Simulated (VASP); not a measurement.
Here is a VASP 6.6.1 calculation.

The input INCAR:

```
PREC = Accurate
ENCUT = 910
EDIFF = 1E-6
ISMEAR = -1
SIGMA = 0.05
LREAL = F
LASPH = T
NELM = 120
ALGO = Normal
ISIF = 2
LWAVE = F
LCHARG = F
GGA = PS
NBANDS = 25
GGA_COMPAT = F
```

The input KPOINTS:

```
Automatic mesh
0
Gamma
  7 7 7
```

The input POSCAR:

```
C3N4
1.0
    3.4301838634      0.0000000000      0.0000000000
    0.0000000000      3.4301838634      0.0000000000
    0.0000000000      0.0000000000      3.4301838634
C N
3 4
Direct
    0.0000000000      0.0000000000      0.5000000000
    0.5000000000      0.0000000000      0.0000000000
    0.0000000000      0.5000000000      0.0000000000
    0.2460337726      0.2460337726      0.7539662274
    0.7539662274      0.7539662274      0.7539662274
    0.2460337726      0.7539662274      0.2460337726
    0.7539662274      0.2460337726      0.2460337726
```

Potentials or basis: VASP PAW PBE potentials, release 64 (C_h, N_h).

Launch:

```console
$ cat potpaw_PBE.64/C_h/POTCAR potpaw_PBE.64/N_h/POTCAR > POTCAR
$ mpirun -np 1 vasp_std > vasp.out
```

(1) What does it give for the pressure?

(2) What does it give for the largest force?

(3) Predict the band gap on the k mesh.

Results:

(1) -0.2 GPa.

(2) 0.023 eV/Å.

(3) 2.43 eV, direct.

Caveat: the cutoff is under 1.25 times the usual one of these potentials, so pressure, stress and relaxed cells hold a basis-set (Pulay) error; the PAW data sets were made with another functional, which shifts forces and pressure a little.
